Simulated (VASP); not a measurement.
# I (Cmce) in VASP: a series of runs

The runs below take I through single point, with PBEsol.

Program: VASP 6.6.1. These are calculated values, not measurements. Logs are shortened: lines on timing, memory, paths and dates and some standing lists are left out, and cuts for length are marked.

### 1 The cell of the first run

Symmetry: Cmce, No. 64, orthorhombic system. Conventional cell: a = 7.504 Å, b = 4.383 Å, c = 9.644 Å, α = 90.00°, β = 90.00°, γ = 90.00°. I (site symmetry m) has 4 I at 2.81 to 3.72 Å within 3.8 Å.

### 2 Single point, PBEsol

INCAR

```
SYSTEM = I
  PREC = Accurate
  ENCUT = 520
  EDIFF = 1E-7
  ISMEAR = -1
  SIGMA = 0.05
  LREAL = .FALSE.
  LASPH = .TRUE.
  NELM = 100
  ALGO = Normal
  ISIF = 2
  LWAVE = .FALSE.
  LCHARG = .TRUE.
  GGA = PS
  LELF = .TRUE.
  LVHAR = .TRUE.
  NBANDS = 22
```

KPOINTS

```
regular mesh
0
G
  9 9 4
  0 0 0
```

POSCAR

```
I
1.0
    3.7522291201     -2.1915472551      0.0000000000
    3.7522291201      2.1915472551      0.0000000000
    0.0000000000      0.0000000000      9.6437559794
I
4
Direct
    0.8271558589      0.1728441411      0.1227793165
    0.6728441411      0.3271558589      0.6227793165
    0.1728441411      0.8271558589      0.8772206835
    0.3271558589      0.6728441411      0.3772206835
```

Potentials or basis: VASP PAW PBE potentials, release 64 (I).

Launch:

```console
$ cat potpaw_PBE.64/I/POTCAR > POTCAR
$ mpirun -np 1 vasp_std > vasp.out
```

OUTCAR:

```text
SYSTEM = I
   PREC = Accurate
   ENCUT = 520
   EDIFF = 1E-7
   ISMEAR = -1
   LREAL = .FALSE.
   LASPH = .TRUE.
   NELM = 100
   ISIF = 2
   GGA = PS

 ion  position               nearest neighbor table
   1  0.827  0.173  0.123-   3 2.81   4 3.29   4 3.29
   2  0.673  0.327  0.623-   4 2.81   3 3.29   3 3.29
   3  0.173  0.827  0.877-   1 2.81   2 3.29   2 3.29
   4  0.327  0.673  0.377-   2 2.81   1 3.29   1 3.29

  LATTYP: Found a base centered orthorhombic cell.
 ALAT       =     4.3830945102
 B/A-ratio  =     1.7121369897
 C/A-ratio  =     2.2002162985

  Lattice vectors:

 A1 = (  -3.7522291201,  -2.1915472551,   0.0000000000)
 A2 = (   3.7522291201,  -2.1915472551,   0.0000000000)
 A3 = (   0.0000000000,   0.0000000000,   9.6437559794)

Analysis of symmetry for initial positions (statically):
=====================================================================
 Subroutine PRICEL returns:
 Original cell was already a primitive cell.

 Routine SETGRP: Setting up the symmetry group for a
 base centered orthorhombic supercell.

 Subroutine GETGRP returns: Found  8 space group operations
 (whereof  4 operations were pure point group operations)
 out of a pool of  8 trial point group operations.

The static configuration has the point symmetry C_2h.
 The point group associated with its full space group is D_2h.

Analysis of symmetry for dynamics (positions and initial velocities):
=====================================================================
 Subroutine PRICEL returns:
 Original cell was already a primitive cell.

 Routine SETGRP: Setting up the symmetry group for a
 base centered orthorhombic supercell.

 Subroutine GETGRP returns: Found  8 space group operations
 (whereof  4 operations were pure point group operations)
 out of a pool of  8 trial point group operations.

The dynamic configuration has the point symmetry C_2h.
 The point group associated with its full space group is D_2h.

 Subroutine INISYM returns: Found  8 space group operations
 (whereof  4 operations are pure point group operations),
 and found     1 'primitive' translations

----------------------------------------------------------------------------------------

                                     Primitive cell

  volume of cell :     158.6048

  direct lattice vectors                    reciprocal lattice vectors
     3.752229120 -2.191547255  0.000000000     0.133254123 -0.228149313  0.000000000
     3.752229120  2.191547255  0.000000000     0.133254123  0.228149313  0.000000000
     0.000000000  0.000000000  9.643755979     0.000000000  0.000000000  0.103694038

  length of vectors
     4.345354156  4.345354156  9.643755979     0.264213493  0.264213493  0.103694038

  position of ions in fractional coordinates (direct lattice)
     0.827155859  0.172844141  0.122779317
     0.672844141  0.327155859  0.622779317
     0.172844141  0.827155859  0.877220683
     0.327155859  0.672844141  0.377220683

  ion indices of the primitive-cell ions
   primitive index   ion index
                 1           1
                 2           2
                 3           3
                 4           4

----------------------------------------------------------------------------------------

 KPOINTS: regular mesh

Automatic generation of k-mesh.
 Grid dimensions read from file:
 generate k-points for:    9    9    4

 Generating k-lattice:

  Cartesian coordinates                     Fractional coordinates (reciprocal lattice)
     0.014806014 -0.025349924  0.000000000     0.111111111  0.000000000  0.000000000
     0.014806014  0.025349924  0.000000000     0.000000000  0.111111111  0.000000000
     0.000000000  0.000000000  0.025923510     0.000000000  0.000000000  0.250000000

  Length of vectors
     0.029357055  0.029357055  0.025923510

  Shift w.r.t. Gamma in fractional coordinates (k-lattice)
     0.000000000  0.000000000  0.000000000

 Subroutine IBZKPT returns following result:
 ===========================================

 Found     75 irreducible k-points:

 Following reciprocal coordinates:
            Coordinates               Weight
  0.000000  0.000000  0.000000      1.000000
  0.111111  0.000000  0.000000      4.000000
  0.222222  0.000000  0.000000      4.000000
  0.333333  0.000000  0.000000      4.000000
  0.444444  0.000000  0.000000      4.000000
  0.111111  0.111111  0.000000      2.000000
[... 16 lines left out ...]
 -0.333333  0.333333  0.000000      2.000000
  0.444444  0.444444  0.000000      2.000000
 [... further k-points ...]
   k-points           NKPTS =     75   k-points in BZ     NKDIM =     75   number of bands    NBANDS=     22
   number of dos      NEDOS =    301   number of ions     NIONS =      4
   total plane-waves  NPLWV =  73728
   dimension x,y,z NGX =    32 NGY =   32 NGZ =   72
   dimension x,y,z NGXF=    64 NGYF=   64 NGZF=  144
   ions per type =               4
   NGX,Y,Z   is equivalent  to a cutoff of  12.24, 12.24, 12.41 a.u.
   NGXF,Y,Z  is equivalent  to a cutoff of  24.49, 24.49, 24.82 a.u.
 SYSTEM =  I
   PREC   = accura    normal or accurate (medium, high low for compatibility)
   ISTART =      0    job   : 0-new  1-cont  2-samecut
   ICHARG =      2    charge: 1-file 2-atom 10-const
   ISPIN  =      1    spin polarized calculation?
   LNONCOLLINEAR =      F non collinear calculations
   LSORBIT =      F    spin-orbit coupling
   LASPH  =      T    aspherical Exc in radial PAW
   ENCUT  =  520.0 eV  38.22 Ry    6.18 a.u.   8.08  8.08 17.93*2*pi/ulx,y,z
   NELM   =    100;   NELMIN=  2; NELMDL= -5     # of ELM steps
   EDIFF  = 0.1E-06   stopping-criterion for ELM
   LREAL  =      F    real-space projection
   EDIFFG = 0.1E-05   stopping-criterion for IOM
   NSW    =      0    number of steps for IOM
   IBRION =     -1    ionic relax: 0-MD 1-quasi-New 2-CG
   NFREE  =      0    steps in history (QN), initial steepest desc. (CG)
   ISIF   =      2    stress and relaxation
   ISYM   =      2    0-nonsym 1-usesym 2-fastsym
   POTIM  = 0.5000    time-step for ionic-motion
   TEBEG  =    0.0;   TEEND  =   0.0 temperature during run
   PSTRESS=    0.0 pullay stress
   NELECT =      28.0000    total number of electrons
   NUPDOWN=      -1.0000    fix difference up-down
   EMIN   =  10.00;   EMAX   =-10.00  energy-range for DOS
   EFERMI =   0.00;   METHOD = LEGACY
   ISMEAR =    -1;   SIGMA  =   0.05  broadening in eV -4-tet -1-fermi 0-gaus
   EFERMI_NEDOS =   21; number of points for ismear=-14 and -15
   IALGO  =     38    algorithm
   IMIX   =      4    mixing-type and parameters
     AMIX     =   0.40;   BMIX     =  1.00
     AMIX_MAG =   1.60;   BMIX_MAG =  1.00
  volume/ion in A,a.u.               =      39.65       267.58
  Fermi-wavevector in a.u.,A,eV,Ry     =   0.918379  1.735485 11.475431  0.843420
  Thomas-Fermi vector in A             =   2.043454
   LORBIT       =      0    0 simple, 1 ext, 2 COOP (PROOUT), +10 PAW based schemes
   GGA     = PS    functional components
   LHFCALC =     F    Hartree Fock is set to
   AEXX    =    0.0000 exact exchange contribution
   IVDW    =     0    specifies the selected vdW correction
   LEPSILON=     F    determine dielectric tensor
   LRPA    =     F    only Hartree local field effects (RPA)
 non-spin polarized calculation
  energy-cutoff  :      520.00
  volume of cell :      158.60
 maximum number of plane-waves:      4292
   NGX = 17   NGY = 17   NGZ = 35

 number of electron      27.9999994 magnetization

 Free energy of the ion-electron system (eV)
  ---------------------------------------------------
  ext. energy  EPLUGINS =         0.00000000
  ---------------------------------------------------
  free energy    TOTEN  =        -7.02298718 eV

  energy without entropy =       -7.02296797  energy(sigma->0) =       -7.02297758

 E-fermi :   3.6594     XC(G=0):  -8.5333

 val. band max:        3.2698904801   @ k =   0.0000   0.0000   0.0000
 cond. band min:       4.0617445709   @ k =  -0.4444   0.4444   0.0000
 fundamental gap:      0.7918540908
 Fermi energy:         3.6594184999

 k-point     1 :       0.0000    0.0000    0.0000
  band No.  band energies     occupation
      1     -10.5611      2.00000
      2      -9.6968      2.00000
      3      -9.0150      2.00000
      4      -7.4771      2.00000
      5      -1.5647      2.00000
      6       0.1750      2.00000
[... 14 lines left out ...]
     21      10.3329      0.00000
     22      11.0853      0.00000

 k-point     2 :       0.1111    0.0000    0.0000
  band No.  band energies     occupation
      1     -10.5002      2.00000
      2      -9.6719      2.00000
      3      -8.9697      2.00000
      4      -7.5327      2.00000
      5      -1.5366      2.00000
      6       0.0134      2.00000
[... 14 lines left out ...]
     21      10.4186      0.00000
     22      10.4288      0.00000

 k-point     3 :       0.2222    0.0000    0.0000
  band No.  band energies     occupation
      1     -10.3279      2.00000
      2      -9.6149      2.00000
      3      -8.8432      2.00000
      4      -7.6939      2.00000
      5      -1.5214      2.00000
      6      -0.5802      2.00000
[... 14 lines left out ...]
     21      10.4013      0.00000
     22      10.6605      0.00000
[... 476 lines left out ...]
 k-point    23 :      -0.3333    0.3333    0.0000
  band No.  band energies     occupation
      1      -9.9094      2.00000
      2      -9.5158      2.00000
      3      -8.5181      2.00000
      4      -7.9681      2.00000
      5      -1.5758      2.00000
      6      -1.3364      2.00000
[... 14 lines left out ...]
     21      11.4162      0.00000
     22      11.8515      0.00000

 k-point    24 :       0.4444    0.4444    0.0000
  band No.  band energies     occupation
      1     -10.2604      2.00000
      2      -9.4695      2.00000
      3      -8.7536      2.00000
      4      -7.4014      2.00000
      5      -1.2775      2.00000
      6      -0.6566      2.00000
[... 14 lines left out ...]
     21      11.2671      0.00000
     22      11.8009      0.00000

 [... further k-points ...]

------------------------ aborting loop because EDIFF is reached ----------------------------------------

  FORCE on cell =-STRESS in cart. coord.  units (eV):
  Direction    XX          YY          ZZ          XY          YZ          ZX
  --------------------------------------------------------------------------------------
  -------------------------------------------------------------------------------------
  Total        0.0141578     -0.0005022     -0.0013832      0.0000000      0.0000000      0.0000000
  in kB        0.1430181     -0.0050732     -0.0139730      0.0000000      0.0000000      0.0000000
  external PRESSURE =       0.0413239 kB  Pullay stress =       0.0000000 kB

 VOLUME and BASIS-vectors are now :
 -----------------------------------------------------------------------------
  energy-cutoff  :      520.00
  volume of cell :      158.60
      direct lattice vectors                 reciprocal lattice vectors
     3.752229120 -2.191547255  0.000000000     0.133254123 -0.228149313  0.000000000
     3.752229120  2.191547255  0.000000000     0.133254123  0.228149313  0.000000000
     0.000000000  0.000000000  9.643755979     0.000000000  0.000000000  0.103694038

 POSITION                                       TOTAL-FORCE (eV/Angst)
 -----------------------------------------------------------------------------------
      3.75223     -1.43396      1.18405         0.000000     -0.002941     -0.004860
      3.75223     -0.75759      6.00593         0.000000      0.002941     -0.004860
      3.75223      1.43396      8.45970         0.000000      0.002941      0.004860
      3.75223      0.75759      3.63782         0.000000     -0.002941      0.004860
 -----------------------------------------------------------------------------------
    total drift:                                0.000000     -0.000000     -0.000000

  FREE ENERGIE OF THE ION-ELECTRON SYSTEM (eV)
  ---------------------------------------------------
  free  energy   TOTEN  =        -7.0229871837 eV

  energy  without entropy=       -7.0229679671  energy(sigma->0) =       -7.02297758
```

Wall time 2.3 min (1 thread of AMD EPYC 9R45 (Zen 5), shared host); peak memory 0.34 GiB.

What came out:

```yaml
Free_energy: -7.0230 eV
Pressure: 0.0 GPa
Largest_force: 0.006 eV/Å
Band_gap_on_the_k_mesh: 0.79 eV (least direct gap 1.05 eV)
```

Forces in eV/Å, atoms in the order of the input:
```
I    0.000 -0.003 -0.005
I    0.000  0.003 -0.005
I    0.000  0.003  0.005
I    0.000 -0.003  0.005
```

Caveat: the PAW data sets were made with another functional, which shifts forces and pressure a little; spin-orbit coupling is left out, which moves the levels of the heavy elements; an odd mesh through Γ misses points on the zone boundary, where band edges can lie.

### 3 Single point, PBEsol

INCAR

```
PREC     = Accurate       # precision mode
ENCUT    = 520            # plane-wave cutoff, eV
EDIFF    = 1E-7           # SCF threshold, eV
ISMEAR   = -1             # smearing method
SIGMA    = 0.05           # smearing width, eV
LREAL    = F              # projectors in reciprocal space
LASPH    = T              # aspherical terms in the spheres
NELM     = 80             # most SCF steps
ALGO     = Normal         # electronic algorithm
ISIF     = 2              # what is computed and relaxed
LWAVE    = F              # write WAVECAR
LCHARG   = T              # write CHGCAR
GGA      = PS             # functional
LELF     = T              # ELF
LVHAR    = T            
NBANDS   = 22             # bands
```

KPOINTS

```
Automatic mesh
0
Gamma
  9 9 4
```

POSCAR is that of step 2.

Potentials or basis: VASP PAW PBE potentials, release 64 (I).

Launch:

```console
$ cat potpaw_PBE.64/I/POTCAR > POTCAR
$ mpirun -np 1 vasp_std > vasp.out
```

OUTCAR:

```text
PREC = Accurate
   ENCUT = 520
   EDIFF = 1E-7
   ISMEAR = -1
   LREAL = F
   LASPH = T
   NELM = 80
   ISIF = 2
   GGA = PS

 ion  position               nearest neighbor table
   1  0.827  0.173  0.123-   3 2.81   4 3.29   4 3.29
   2  0.673  0.327  0.623-   4 2.81   3 3.29   3 3.29
   3  0.173  0.827  0.877-   1 2.81   2 3.29   2 3.29
   4  0.327  0.673  0.377-   2 2.81   1 3.29   1 3.29

  LATTYP: Found a base centered orthorhombic cell.
 ALAT       =     4.3830945102
 B/A-ratio  =     1.7121369897
 C/A-ratio  =     2.2002162985

  Lattice vectors:

 A1 = (  -3.7522291201,  -2.1915472551,   0.0000000000)
 A2 = (   3.7522291201,  -2.1915472551,   0.0000000000)
 A3 = (   0.0000000000,   0.0000000000,   9.6437559794)

Analysis of symmetry for initial positions (statically):
=====================================================================
 Subroutine PRICEL returns:
 Original cell was already a primitive cell.

 Routine SETGRP: Setting up the symmetry group for a
 base centered orthorhombic supercell.

[... 170 lines left out ...]

 E-fermi :   3.6594     XC(G=0):  -8.5333

 val. band max:        3.2698904801   @ k =   0.0000   0.0000   0.0000
 cond. band min:       4.0617445709   @ k =  -0.4444   0.4444   0.0000
 fundamental gap:      0.7918540908
 Fermi energy:         3.6594184999

 k-point     1 :       0.0000    0.0000    0.0000
  band No.  band energies     occupation
      1     -10.5611      2.00000
      2      -9.6968      2.00000
      3      -9.0150      2.00000
      4      -7.4771      2.00000
      5      -1.5647      2.00000
      6       0.1750      2.00000
[... 589 lines left out ...]
     21      11.2671      0.00000
     22      11.8009      0.00000

 [... further k-points ...]

------------------------ aborting loop because EDIFF is reached ----------------------------------------

  FORCE on cell =-STRESS in cart. coord.  units (eV):
  Direction    XX          YY          ZZ          XY          YZ          ZX
  --------------------------------------------------------------------------------------
  -------------------------------------------------------------------------------------
  Total        0.0141578     -0.0005022     -0.0013832      0.0000000      0.0000000      0.0000000
  in kB        0.1430181     -0.0050732     -0.0139730      0.0000000      0.0000000      0.0000000
  external PRESSURE =       0.0413239 kB  Pullay stress =       0.0000000 kB

 VOLUME and BASIS-vectors are now :
 -----------------------------------------------------------------------------
  energy-cutoff  :      520.00
  volume of cell :      158.60
      direct lattice vectors                 reciprocal lattice vectors
     3.752229120 -2.191547255  0.000000000     0.133254123 -0.228149313  0.000000000
     3.752229120  2.191547255  0.000000000     0.133254123  0.228149313  0.000000000
     0.000000000  0.000000000  9.643755979     0.000000000  0.000000000  0.103694038

 POSITION                                       TOTAL-FORCE (eV/Angst)
 -----------------------------------------------------------------------------------
      3.75223     -1.43396      1.18405         0.000000     -0.002941     -0.004860
      3.75223     -0.75759      6.00593         0.000000      0.002941     -0.004860
      3.75223      1.43396      8.45970         0.000000      0.002941      0.004860
      3.75223      0.75759      3.63782         0.000000     -0.002941      0.004860
 -----------------------------------------------------------------------------------
    total drift:                                0.000000     -0.000000     -0.000000

  FREE ENERGIE OF THE ION-ELECTRON SYSTEM (eV)
  ---------------------------------------------------
  free  energy   TOTEN  =        -7.0229871837 eV

  energy  without entropy=       -7.0229679671  energy(sigma->0) =       -7.02297758
```

OSZICAR:

```text
N       E                     dE             d eps       ncg     rms          rms(c)
DAV:   1     0.150718981337E+03    0.15072E+03   -0.10429E+04  3300   0.103E+03
DAV:   2     0.473606063103E+01   -0.14598E+03   -0.14120E+03  4536   0.157E+02
DAV:   3    -0.695708266545E+01   -0.11693E+02   -0.11649E+02  4234   0.505E+01
DAV:   4    -0.721084649670E+01   -0.25376E+00   -0.25372E+00  4150   0.873E+00
DAV:   5    -0.721735606614E+01   -0.65096E-02   -0.65094E-02  4166   0.140E+00    0.109E+01
DAV:   6    -0.707334075345E+01    0.14402E+00   -0.12522E-01  3912   0.157E+00    0.719E+00
DAV:   7    -0.702941569299E+01    0.43925E-01   -0.29370E-01  3978   0.237E+00    0.589E-01
DAV:   8    -0.702291262499E+01    0.65031E-02   -0.37778E-02  3648   0.915E-01    0.238E-01
DAV:   9    -0.702298201365E+01   -0.69389E-04   -0.79178E-04  4038   0.158E-01    0.187E-01
DAV:  10    -0.702301489031E+01   -0.32877E-04   -0.72621E-05  3798   0.474E-02    0.883E-02
DAV:  11    -0.702299381764E+01    0.21073E-04   -0.41161E-05  3912   0.310E-02    0.249E-02
DAV:  12    -0.702298779762E+01    0.60200E-05   -0.10628E-05  3936   0.163E-02    0.130E-02
DAV:  13    -0.702298729654E+01    0.50109E-06   -0.28738E-06  4004   0.768E-03    0.674E-03
DAV:  14    -0.702298709224E+01    0.20430E-06   -0.15714E-06  3882   0.616E-03    0.218E-03
DAV:  15    -0.702298719547E+01   -0.10323E-06   -0.29998E-07  3288   0.265E-03    0.790E-04
DAV:  16    -0.702298718371E+01    0.11765E-07   -0.15518E-08  2076   0.746E-04
   1 F= -.70229872E+01 E0= -.70229776E+01  d E =-.192166E-04
```

It took 2.2 min on 1 thread of AMD EPYC 9R45 (Zen 5), shared host; peak memory 0.34 GiB.

Results:

```
Free energy            : -7.0230 eV
Pressure               : 0.0 GPa
Largest force          : 0.006 eV/Å
Band gap on the k mesh : 0.79 eV (least direct gap 1.05 eV)
```

Forces on the atoms (eV/Å):
```
I    0.000 -0.003 -0.005
I    0.000  0.003 -0.005
I    0.000  0.003  0.005
I    0.000 -0.003  0.005
```

Levels at points of the mesh, in eV from the valence-band top:
| k point | band 12 | band 13 | band 14 | band 15 | band 16 | band 17 |
| --- | --- | --- | --- | --- | --- | --- |
| (0.00, 0.00, 0.00) | -0.88 | -0.54 | 0.00 | 1.08 | 1.95 | 4.57 |
| (0.00, 0.00, 0.50) | -0.80 | -0.20 | -0.20 | 1.18 | 1.18 | 5.30 |

Caveat: the PAW data sets were made with another functional, which shifts forces and pressure a little; spin-orbit coupling is left out, which moves the levels of the heavy elements; an odd mesh through Γ misses points on the zone boundary, where band edges can lie.
